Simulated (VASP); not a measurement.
# Bi (R-3m) in VASP: single point with PBE

Aim: the single point of Bi with PBE.

Program: VASP 6.6.1. These are calculated values, not measurements. Logs are shortened: lines on timing, memory, paths and dates and some standing lists are left out, and cuts for length are marked.

## (1) The cell of the first run

It takes space group R-3m (No. 166, trigonal). The conventional cell has a = 4.582 Å, b = 4.582 Å, c = 12.169 Å, α = 90.00°, β = 90.00°, γ = 120.00°. Within 4.1 Å of Bi (site symmetry 3m) lie 6 Bi at 3.11 to 3.59 Å.

## (2) Single point, PBE

Contents of INCAR:

```
SYSTEM = Bi
ALGO = Fast
EDIFF = 1E-7
ENCUT = 520
GGA = PE
ISIF = 2
ISMEAR = 0
LASPH = .True.
LCHARG = .False.
LREAL = .False.
LWAVE = .False.
NBANDS = 22
NELM = 60
PREC = Accurate
SIGMA = 0.1
```

Contents of KPOINTS:

```
k-points
0
Gamma
  12 12 12
  0 0 0
```

Contents of POSCAR:

```
Bi
1.0
    2.2911089374      1.3227723617      4.0564119865
   -2.2911089374      1.3227723617      4.0564119865
    0.0000000000     -2.6455447235      4.0564119865
Bi
2
Direct
    0.2336807962      0.2336807962      0.2336807962
    0.7663192038      0.7663192038      0.7663192038
```

Potentials or basis: VASP PAW PBE potentials, release 64 (Bi_d).

The run is started by

```console
cat potpaw_PBE.64/Bi_d/POTCAR > POTCAR
mpirun -np 1 vasp_std > vasp.out
```

OUTCAR:

```text
SYSTEM = Bi
   EDIFF = 1E-7
   ENCUT = 520
   GGA = PE
   ISIF = 2
   ISMEAR = 0
   LASPH = .True.
   LREAL = .False.
   NELM = 60
   PREC = Accurate

 ion  position               nearest neighbor table
   1  0.234  0.234  0.234-   2 3.11   2 3.11   2 3.11   2 3.59   2 3.59   2 3.59
   2  0.766  0.766  0.766-   1 3.11   1 3.11   1 3.11   1 3.59   1 3.59   1 3.59

  LATTYP: Found a trigonal (rhomboedric) cell.
 ALAT       =     4.8428695097
 COS(alpha) =     0.5523733446

  Lattice vectors:

 A1 = (   2.2911089374,   1.3227723617,   4.0564119865)
 A2 = (  -2.2911089374,   1.3227723617,   4.0564119865)
 A3 = (   0.0000000000,  -2.6455447235,   4.0564119865)

Analysis of symmetry for initial positions (statically):
=====================================================================
 Subroutine PRICEL returns:
 Original cell was already a primitive cell.

 Routine SETGRP: Setting up the symmetry group for a
 trigonal (rhombohedral) supercell.

 Subroutine GETGRP returns: Found 12 space group operations
 (whereof 12 operations were pure point group operations)
 out of a pool of 12 trial point group operations.

The static configuration has the point symmetry D_3d.

Analysis of symmetry for dynamics (positions and initial velocities):
=====================================================================
 Subroutine PRICEL returns:
 Original cell was already a primitive cell.

 Routine SETGRP: Setting up the symmetry group for a
 trigonal (rhombohedral) supercell.

 Subroutine GETGRP returns: Found 12 space group operations
 (whereof 12 operations were pure point group operations)
 out of a pool of 12 trial point group operations.

The dynamic configuration has the point symmetry D_3d.

 Subroutine INISYM returns: Found 12 space group operations
 (whereof 12 operations are pure point group operations),
 and found     1 'primitive' translations

----------------------------------------------------------------------------------------

                                     Primitive cell

  volume of cell :      73.7606

  direct lattice vectors                    reciprocal lattice vectors
     2.291108937  1.322772362  4.056411986     0.218234931  0.125997996  0.082174428
    -2.291108937  1.322772362  4.056411986    -0.218234931  0.125997996  0.082174428
     0.000000000 -2.645544724  4.056411986     0.000000000 -0.251995992  0.082174428

  length of vectors
     4.842869510  4.842869510  4.842869510     0.265055874  0.265055874  0.265055874

  position of ions in fractional coordinates (direct lattice)
     0.233680796  0.233680796  0.233680796
     0.766319204  0.766319204  0.766319204

  ion indices of the primitive-cell ions
   primitive index   ion index
                 1           1
                 2           2

----------------------------------------------------------------------------------------

 KPOINTS: k-points

Automatic generation of k-mesh.
 Grid dimensions read from file:
 generate k-points for:   12   12   12

 Generating k-lattice:

  Cartesian coordinates                     Fractional coordinates (reciprocal lattice)
     0.018186244  0.010499833  0.006847869     0.083333333  0.000000000 -0.000000000
    -0.018186244  0.010499833  0.006847869     0.000000000  0.083333333 -0.000000000
     0.000000000 -0.020999666  0.006847869     0.000000000  0.000000000  0.083333333

  Length of vectors
     0.022087990  0.022087990  0.022087990

  Shift w.r.t. Gamma in fractional coordinates (k-lattice)
     0.000000000  0.000000000  0.000000000

 Subroutine IBZKPT returns following result:
 ===========================================

 Found    189 irreducible k-points:

 Following reciprocal coordinates:
            Coordinates               Weight
  0.000000  0.000000  0.000000      1.000000
  0.083333 -0.000000  0.000000      6.000000
  0.166667  0.000000  0.000000      6.000000
  0.250000  0.000000  0.000000      6.000000
  0.333333  0.000000  0.000000      6.000000
  0.416667  0.000000  0.000000      6.000000
[... 16 lines left out ...]
  0.500000  0.166667  0.000000     12.000000
 -0.416667  0.166667  0.000000     12.000000
 [... further k-points ...]
   k-points           NKPTS =    189   k-points in BZ     NKDIM =    189   number of bands    NBANDS=     22
   number of dos      NEDOS =    301   number of ions     NIONS =      2
   total plane-waves  NPLWV =  46656
   dimension x,y,z NGX =    36 NGY =   36 NGZ =   36
   dimension x,y,z NGXF=    72 NGYF=   72 NGZF=   72
   ions per type =               2
   NGX,Y,Z   is equivalent  to a cutoff of  12.36, 12.36, 12.36 a.u.
   NGXF,Y,Z  is equivalent  to a cutoff of  24.72, 24.72, 24.72 a.u.
 SYSTEM =  Bi
   PREC   = accura    normal or accurate (medium, high low for compatibility)
   ISTART =      0    job   : 0-new  1-cont  2-samecut
   ICHARG =      2    charge: 1-file 2-atom 10-const
   ISPIN  =      1    spin polarized calculation?
   LNONCOLLINEAR =      F non collinear calculations
   LSORBIT =      F    spin-orbit coupling
   LASPH  =      T    aspherical Exc in radial PAW
   ENCUT  =  520.0 eV  38.22 Ry    6.18 a.u.   9.00  9.00  9.00*2*pi/ulx,y,z
   NELM   =     60;   NELMIN=  2; NELMDL= -5     # of ELM steps
   EDIFF  = 0.1E-06   stopping-criterion for ELM
   LREAL  =      F    real-space projection
   EDIFFG = 0.1E-05   stopping-criterion for IOM
   NSW    =      0    number of steps for IOM
   IBRION =     -1    ionic relax: 0-MD 1-quasi-New 2-CG
   NFREE  =      0    steps in history (QN), initial steepest desc. (CG)
   ISIF   =      2    stress and relaxation
   ISYM   =      2    0-nonsym 1-usesym 2-fastsym
   POTIM  = 0.5000    time-step for ionic-motion
   TEBEG  =    0.0;   TEEND  =   0.0 temperature during run
   PSTRESS=    0.0 pullay stress
   NELECT =      30.0000    total number of electrons
   NUPDOWN=      -1.0000    fix difference up-down
   EMIN   =  10.00;   EMAX   =-10.00  energy-range for DOS
   EFERMI =   0.00;   METHOD = LEGACY
   ISMEAR =     0;   SIGMA  =   0.10  broadening in eV -4-tet -1-fermi 0-gaus
   EFERMI_NEDOS =   21; number of points for ismear=-14 and -15
   IALGO  =     68    algorithm
   IMIX   =      4    mixing-type and parameters
     AMIX     =   0.40;   BMIX     =  1.00
     AMIX_MAG =   1.60;   BMIX_MAG =  1.00
  volume/ion in A,a.u.               =      36.88       248.88
  Fermi-wavevector in a.u.,A,eV,Ry     =   1.212943  2.292131 20.017322  1.471232
  Thomas-Fermi vector in A             =   2.348411
   LORBIT       =      0    0 simple, 1 ext, 2 COOP (PROOUT), +10 PAW based schemes
   GGA     = PE    functional components
   LHFCALC =     F    Hartree Fock is set to
   AEXX    =    0.0000 exact exchange contribution
   IVDW    =     0    specifies the selected vdW correction
   LEPSILON=     F    determine dielectric tensor
   LRPA    =     F    only Hartree local field effects (RPA)
 non-spin polarized calculation
 RMM-DIIS sequential band-by-band and
 Gauss-broadening in eV      SIGMA  =   0.10
  energy-cutoff  :      520.00
  volume of cell :       73.76
 maximum number of plane-waves:      2019
   NGX = 19   NGY = 19   NGZ = 19

 number of electron      29.9999994 magnetization

 Free energy of the ion-electron system (eV)
  ---------------------------------------------------
  ext. energy  EPLUGINS =         0.00000000
  ---------------------------------------------------
  free energy    TOTEN  =        -7.77479915 eV

  energy without entropy =       -7.77358441  energy(sigma->0) =       -7.77419178

 E-fermi :   5.7963     XC(G=0):  -9.3110

 val. band max:        5.7601437225   @ k =   0.4167   0.0833   0.0833
 cond. band min:       5.8094408524   @ k =  -0.4167   0.5000   0.4167
 fundamental gap:      0.0492971299
 Fermi energy:         5.7962862152

 k-point     1 :       0.0000    0.0000    0.0000
  band No.  band energies     occupation
      1     -17.0414      2.00000
      2     -17.0414      2.00000
      3     -16.9089      2.00000
      4     -16.9089      2.00000
      5     -16.8960      2.00000
      6     -16.7491      2.00000
[... 14 lines left out ...]
     21      11.6739      0.00000
     22      11.6955      0.00000

 k-point     2 :       0.0833   -0.0000    0.0000
  band No.  band energies     occupation
      1     -17.0372      2.00000
      2     -17.0357      2.00000
      3     -16.9070      2.00000
      4     -16.9055      2.00000
      5     -16.8931      2.00000
      6     -16.7517      2.00000
[... 14 lines left out ...]
     21      11.7310      0.00000
     22      12.3021      0.00000

 k-point     3 :       0.1667    0.0000    0.0000
  band No.  band energies     occupation
      1     -17.0251      2.00000
      2     -17.0190      2.00000
      3     -16.9022      2.00000
      4     -16.8957      2.00000
      5     -16.8843      2.00000
      6     -16.7602      2.00000
[... 14 lines left out ...]
     21      12.0075      0.00000
     22      13.4995      0.00000

 k-point     4 :       0.2500    0.0000    0.0000
  band No.  band energies     occupation
      1     -17.0068      2.00000
      2     -16.9925      2.00000
      3     -16.8959      2.00000
      4     -16.8806      2.00000
      5     -16.8695      2.00000
      6     -16.7755      2.00000
[... 14 lines left out ...]
     21      12.5659      0.00000
     22      14.9031      0.00000

 k-point     5 :       0.3333    0.0000    0.0000
  band No.  band energies     occupation
      1     -16.9860      2.00000
      2     -16.9585      2.00000
      3     -16.8894      2.00000
      4     -16.8618      2.00000
      5     -16.8505      2.00000
      6     -16.7968      2.00000
[... 417 lines left out ...]
 k-point    22 :       0.4167    0.1667    0.0000
  band No.  band energies     occupation
      1     -16.9991      2.00000
      2     -16.9264      2.00000
      3     -16.8828      2.00000
      4     -16.8716      2.00000
      5     -16.8320      2.00000
      6     -16.8122      2.00000
[... 14 lines left out ...]
     21      14.8027      0.00000
     22      14.8422      0.00000

 k-point    23 :       0.5000    0.1667    0.0000
  band No.  band energies     occupation
      1     -16.9833      2.00000
      2     -16.9045      2.00000
      3     -16.8739      2.00000
      4     -16.8599      2.00000
      5     -16.8330      2.00000
      6     -16.8130      2.00000
[... 14 lines left out ...]
     21      14.6345      0.00000
     22      14.9681      0.00000

 k-point    24 :      -0.4167    0.1667    0.0000
  band No.  band energies     occupation
      1     -16.9809      2.00000
      2     -16.8837      2.00000
      3     -16.8743      2.00000
      4     -16.8606      2.00000
      5     -16.8328      2.00000
      6     -16.8188      2.00000
[... 14 lines left out ...]
     21      13.7891      0.00000
     22      15.5367      0.00000

 [... further k-points ...]
[... 5 lines left out ...]
  --------------------------------------------------------------------------------------
  -------------------------------------------------------------------------------------
  Total       -0.0282649     -0.0282649     -0.0266899     -0.0000000      0.0000000      0.0000000
  in kB       -0.6139507     -0.6139507     -0.5797411     -0.0000000      0.0000000      0.0000000
  external PRESSURE =      -0.6025475 kB  Pullay stress =       0.0000000 kB

 VOLUME and BASIS-vectors are now :
 -----------------------------------------------------------------------------
  energy-cutoff  :      520.00
  volume of cell :       73.76
      direct lattice vectors                 reciprocal lattice vectors
     2.291108937  1.322772362  4.056411986     0.218234931  0.125997996  0.082174428
    -2.291108937  1.322772362  4.056411986    -0.218234931  0.125997996  0.082174428
     0.000000000 -2.645544724  4.056411986     0.000000000 -0.251995992  0.082174428

 POSITION                                       TOTAL-FORCE (eV/Angst)
 -----------------------------------------------------------------------------------
      0.00000     -0.00000      2.84372         0.000000     -0.000000      0.001842
      0.00000     -0.00000      9.32552         0.000000      0.000000     -0.001842
 -----------------------------------------------------------------------------------
    total drift:                                0.000000      0.000000     -0.000000

  FREE ENERGIE OF THE ION-ELECTRON SYSTEM (eV)
  ---------------------------------------------------
  free  energy   TOTEN  =        -7.7747991487 eV

  energy  without entropy=       -7.7735844063  energy(sigma->0) =       -7.77419178
```

Run time: 11 min. Hardware: 1 thread of Intel Xeon 8259CL, shared host; peak memory 0.38 GiB.

What came out:

```yaml
Free_energy: -7.7748 eV
Pressure: -0.1 GPa
Band_gap_on_the_k_mesh: zero (bands 15 and 16 overlap by 0.20 eV)
```

Caveat: spin-orbit coupling is left out, which moves the levels of the heavy elements.

The gap in the log of VASP goes by the Fermi energy; the results here count the filled bands.